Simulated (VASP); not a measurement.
Input of a VASP 6.6.1 run:

The input INCAR:

```
ALGO = Normal
DIPOL = 0.5 0.5 0.323
EDIFF = 1E-6
ENCUT = 520
GGA = PE
IDIPOL = 3
ISIF = 2
ISMEAR = 0
ISPIN = 2
IVDW = 12
LASPH = T
LCHARG = F
LDIPOL = T
LORBIT = 11
LREAL = F
LWAVE = F
MAGMOM = 0 0 0 0 1
NBANDS = 32
NELM = 150
PREC = Accurate
SIGMA = 0.05
```

File KPOINTS:

```
k-points
0
Gamma
  7 7 1
```

Contents of POSCAR:

```
Sn2HO2
1.0
    3.8201526300      0.0002954461      0.0000000000
   -0.0003145178      3.8201526285      0.0000000000
    0.0000000000      0.0000000000     17.8630377374
Sn O H
2 2 1
Direct
    0.9999452828      0.9999452828      0.2239260790
    0.4999452828      0.4999452828      0.3562125228
    0.9999460977      0.4999460977      0.2900693009
    0.4999460977      0.9999460977      0.2900693009
    0.6249452828      0.6249452828      0.4534482798
```

Potentials or basis: VASP PAW PBE potentials, release 64 (Sn_d, O, H).

Run with:

```bash
$ cat potpaw_PBE.64/Sn_d/POTCAR potpaw_PBE.64/O/POTCAR potpaw_PBE.64/H/POTCAR > POTCAR
$ mpirun -np 1 vasp_std > vasp.out
```

Problem. Predict the site moments.

Solution. Sn +0.02, +0.23; O +0.10; H +0.13 μB.

Problem. What does it give for the dispersion energy per atom?

Solution. -0.119 eV.

Forces on the atoms (eV/Å):
```
Sn  -0.072 -0.072 -0.109
Sn   0.039  0.039 -0.280
O   -0.522  0.189  0.186
O    0.190 -0.522  0.186
H    0.365  0.365  0.018
```

Caveat: a moment this small can come from the mesh or the smearing.
